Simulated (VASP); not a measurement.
## Al2Pt: single point with PBE

Al2Pt:

```xyz
3
Lattice="0.0000 3.0692 3.0692 3.0692 0.0000 3.0692 3.0692 3.0692 0.0000" Properties=species:S:1:pos:R:3 pbc="T T T"
Al    1.5346    1.5346    1.5346
Al    4.6038    4.6038    4.6038
Pt    0.0000    0.0000    0.0000
```

This cell differs from its parent crystal: volume scaled by 1.10.

| Property | Result |
| --- | --- |
| Program | VASP 6.6.1 |
| Task | single point |
| Functional | PBE |
| Potentials or basis | VASP PAW PBE potentials, release 64 (Al, Pt) |
| Cutoff | 520 eV |
| k mesh | 12 × 12 × 12 |
| Occupations | gaussian, width 0.1 eV |
| Spin | no spin polarisation |
| Dipole correction | no |
| Further INCAR settings | ALGO = Normal; EDIFF = 1e-06; NBANDS = 15 |

| Item | Value |
| --- | --- |
| Pressure | -10.1 GPa |
| Band gap on the k mesh | zero (band 8 reaches 10.36 eV, above the bottom of band 9 at 5.24 eV) |

Levels at points of the mesh, in eV from the Fermi level:
| k point | band 5 | band 6 | band 7 | band 8 | band 9 | band 10 | band 11 | band 12 |
| --- | --- | --- | --- | --- | --- | --- | --- | --- |
| (0.00, 0.00, 0.00) | -3.28 | -3.28 | 2.09 | 3.70 | 3.70 | 3.70 | 4.77 | 4.77 |
| (0.50, 0.00, 0.00) | -3.38 | -3.11 | -3.11 | 0.99 | 0.99 | 3.49 | 4.34 | 4.66 |
| (0.50, 0.50, 0.00) | -3.40 | -3.10 | -2.88 | -1.42 | -1.42 | 2.37 | 3.19 | 7.95 |

Wall time 31 s on 1 thread of Intel(R) Xeon(R) Platinum 8488C (Sapphire Rapids), with other jobs on the host, peak memory 0.21 GiB.

Caveat: spin-orbit coupling is left out, which moves the levels of the heavy elements.
